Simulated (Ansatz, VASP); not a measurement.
This is a calculation of GaGe3 for VASP 6.6.1.

The input INCAR:

```
SYSTEM = GaGe3
PREC = Accurate
ENCUT = 520
EDIFF = 1E-6
ISMEAR = -1
SIGMA = 0.05
LREAL = .FALSE.
LASPH = .TRUE.
NELM = 60
ALGO = Normal
ISIF = 2
LWAVE = .FALSE.
LCHARG = .FALSE.
GGA = CA
NBANDS = 36
```

Contents of KPOINTS:

```
regular mesh
0
G
  6 6 6
  0 0 0
```

File POSCAR:

```
GaGe3
1.0
    4.3623787939      0.0000000000      0.0000000000
    0.0000000000      4.3623787939      0.0000000000
    0.0000000000      0.0000000000      4.3623787939
Ge Ga
3 1
Direct
    0.5000000000      0.5000000000      0.0000000000
    0.5000000000      0.0000000000      0.5000000000
    0.0000000000      0.5000000000      0.5000000000
    0.0000000000      0.0000000000      0.0000000000
```

Potentials or basis: VASP PAW LDA potentials, release 64 (Ge_d, Ga_d).

Launch:

```sh
$ cat potpaw_LDA.64/Ge_d/POTCAR potpaw_LDA.64/Ga_d/POTCAR > POTCAR
$ mpirun -np 1 vasp_std > vasp.out
```

Set up the same calculation for Ansatz 0.2.0. Potentials there: Ansatz PAW.

As run (the cutoff follows the program's own potentials):

input.yaml

```yaml
crystal:
  lattice:
    - [4.3623787939, 0.0, 0.0]
    - [0.0, 4.3623787939, 0.0]
    - [0.0, 0.0, 4.3623787939]
  atoms:
    - { symbol: Ge, position: [0.5, 0.5, 0.0] }
    - { symbol: Ge, position: [0.5, 0.0, 0.5] }
    - { symbol: Ge, position: [0.0, 0.5, 0.5] }
    - { symbol: Ga, position: [0.0, 0.0, 0.0] }
hamiltonian:
  xc: lda
  pseudopotentials: { kind: paw }
kpoints:
  mp_grid: { grid: [6, 6, 6] }
scf:
  occupations: { method: fermi_dirac, width: 0.05 }
output:
  forces: true
  stress: true
  eigenvalues: true
```

Potentials or basis: Ansatz PAW.

Launch:

```console
$ ansatz run input.yaml --threads 2 --pin off --max-ram 5632MiB --backend cpu --events-out ev --progress --plain --runs-dir out
```

Both were run:

|  | VASP | Ansatz | Ansatz less VASP |
| --- | --- | --- | --- |
| gap on the k mesh at the Fermi level (eV) | none | none | - |
| pressure (GPa) | -7.2 | -7.2 | 0.00 |

LDA's correlation is that of Perdew and Zunger in VASP and of Perdew and Wang (1992) in Ansatz. A gap of «none» marks a metal or a gap that the smearing closes.
